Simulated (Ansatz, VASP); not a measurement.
# Si2Ge3: VASP beside Ansatz

```
CELL_PARAMETERS angstrom
5.48157 0.00000 0.00000
-2.74079 4.74718 0.00000
0.00000 0.00000 4.71646
ATOMIC_POSITIONS crystal
Si 0.00000 0.00000 0.00000
Si 0.00000 0.00000 0.50000
Ge 0.50000 0.00000 0.00000
Ge 0.00000 0.50000 0.00000
Ge 0.50000 0.50000 0.00000
```

Alike in both runs: functional PBE; k mesh 6 × 6 × 4; occupations gaussian, width 0.1 eV; no spin polarisation.

Ansatz relaxed the structure, and its values are those at the end. VASP's run is a single point on that final structure, the one shown.

|  | VASP | Ansatz |
| --- | --- | --- |
| version | VASP 6.6.1 | Ansatz 0.2.0 |
| potentials or method | VASP PAW PBE potentials, release 64 (Si, Ge_d), cutoff 520 eV | scalar-relativistic, plane waves, PAW |
| valence electrons in the cell | 50 | 50 |

```csv
,VASP,Ansatz,Ansatz less VASP
gap on the k mesh at the Fermi level (eV),none,none,-
pressure (GPa),-0.1,-0.1,+0.01
```

A gap of «none» marks a metal or a gap that the smearing closes.
